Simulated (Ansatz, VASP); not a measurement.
One calculation of Li5NbO5, two programs

```xyz
11
Lattice="4.8243 -2.0040 0.0032 4.8243 2.0040 0.0032 -1.8604 0.0000 5.4690" Properties=species:S:1:pos:R:3 pbc="T T T"
Li    6.2232    0.0000    1.8819
Li    5.0592    0.0000    4.7193
Li   -0.9302    0.0000    2.7345
Li    2.7289    0.0000    0.7561
Li    1.5649    0.0000    3.5936
Nb    0.0000    0.0000    0.0000
O     7.9127    0.0000    0.9562
O     6.8590    0.0000    3.7341
O     4.8243    0.0000    0.0032
O     0.9291    0.0000    1.7413
O    -0.1246    0.0000    4.5192
```

Alike in both runs: functional PBEsol; k mesh 6 × 6 × 4; occupations gaussian, width 0.02 eV; no spin polarisation.

Ansatz relaxed the structure, and its values are those at the end. VASP's run is a single point on that final structure, the one shown.

```csv
,VASP,Ansatz
version,VASP 6.6.1,Ansatz 0.2.0
potentials or method,"VASP PAW PBE potentials, release 64 (Li_sv, Nb_sv, O), cutoff 520 eV","scalar-relativistic, plane waves, PAW"
valence electrons in the cell,58,58
```

```tsv
	VASP	Ansatz	Ansatz less VASP
gap on the k mesh at the Fermi level (eV)	3.18	3.19	+0.017
least direct gap on the mesh (eV)	3.21	3.23	+0.014
rms of the force components (eV/Å)	0.012	0.001	-0.0109
```

VASP's potentials were made for PBE, not for PBEsol.

Noted on VASP's run: the cutoff is under 1.25 times that of the potentials, so the pressure is a little rough.
